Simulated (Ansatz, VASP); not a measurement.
Two plane-wave programs on PbS

The input POSCAR:

```
PbS
1.0
    1.9641500000      1.1340025312      3.1748000000
   -1.9641500000      1.1340025312      3.1748000000
    0.0000000000     -2.2680050625      3.1748000000
Pb S
1 1
Direct
    0.9781509158      0.9781509158      0.9781509158
    0.4774504142      0.4774504142      0.4774504142
```

File INCAR.step1:

```
  PREC = Accurate
  ENCUT = 520
  ISMEAR = 0
  SIGMA = 0.05
  LREAL = F
  LASPH = T
  NELM = 60
  NBANDS = 17
  GGA = PE
  ALGO = Normal
  EDIFF = 1E-4
  LWAVE = T
  LCHARG = F
```

INCAR.step2

```
  PREC = Accurate
  ENCUT = 520
  EDIFF = 1E-7
  ISMEAR = 0
  SIGMA = 0.05
  LREAL = F
  LASPH = T
  NELM = 60
  ALGO = Normal
  ISIF = 2
  LWAVE = F
  LCHARG = F
  METAGGA = R2SCAN
  LMIXTAU = T
  NBANDS = 17
  ISTART = 1
```

KPOINTS

```
regular mesh
0
Gamma
  9 9 9
```

Input for Ansatz:

```yaml
crystal:
  lattice:
    - [1.96415, 1.1340025312, 3.1748]
    - [-1.96415, 1.1340025312, 3.1748]
    - [0.0, -2.2680050625, 3.1748]
  atoms:
    - { symbol: Pb, position: [0.9781509158, 0.9781509158, 0.9781509158] }
    - { symbol: S, position: [0.4774504142, 0.4774504142, 0.4774504142] }
basis:
  ecutwfc: 500
kpoints:
  mp_grid: { grid: [9, 9, 9] }
hamiltonian:
  xc: r2scan
scf:
  occupations: { method: gaussian, width: 0.05 }
output:
  forces: true
  stress: true
  eigenvalues: true
  write_density: true
  write_potential: true
  elf: true
  volumetric_format: npy
```

Alike in both runs: task single point; functional r2SCAN; k mesh 9 × 9 × 9; occupations gaussian, width 0.05 eV; no spin polarisation.

```csv
,VASP,Ansatz
version,VASP 6.6.1,Ansatz 0.2.0
potentials or method,"VASP PAW PBE potentials, release 64 (Pb_d, S), cutoff 520 eV","scalar-relativistic, plane waves, PAW"
valence electrons in the cell,20,20
```

Ansatz gave:

| Property | Result |
| --- | --- |
| pressure (GPa) | 21.2 |
| traceless stress, the component that is largest in VASP (GPa) | 0.15 |
| rms of the force components (eV/Å) | 0.012 |

**Question.** What did VASP give for the same quantities?

**Answer.** Pressure (GPa): 21.2; traceless stress, the component that is largest in VASP (GPa): 0.15; rms of the force components (eV/Å): 0.013.

VASP's potentials were made for PBE, not for r2SCAN. Atom by atom the forces differ by 0.000 eV/Å (rms over components). The functional is the same, so the differences come from potentials, cutoffs and numerics.

Spin-orbit coupling is off throughout.
